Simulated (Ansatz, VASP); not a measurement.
Sr in VASP and in Ansatz

```xyz
2
Lattice="4.1807 0.0000 0.0000 -2.0904 3.6206 0.0000 0.0000 0.0000 7.0500" Properties=species:S:1:pos:R:3 pbc="T T T"
Sr    0.0000    2.4137    1.7625
Sr    2.0904    1.2069    5.2875
```

Change from the starting cell: strain -0.030 along x and y, +0.000 along z, atoms carried along.

Alike in both runs: task single point; functional PBEsol; k mesh 15 × 15 × 8; occupations gaussian, width 0.15 eV; no spin polarisation.

```csv
,VASP,Ansatz
version,VASP 6.6.1,Ansatz 0.2.0
potentials or method,"VASP PAW PBE potentials, release 64 (Sr_sv), cutoff 520 eV","scalar-relativistic, plane waves, PAW"
valence electrons in the cell,20,20
```

```csv
,VASP,Ansatz,Ansatz less VASP
gap on the k mesh at the Fermi level (eV),none,none,-
pressure (GPa),-0.2,-0.2,-0.01
"traceless stress, the component that is largest in VASP (GPa)",-0.41,-0.41,+0.003
```

VASP's potentials were made for PBE, not for PBEsol. A gap of «none» marks a metal or a gap that the smearing closes.
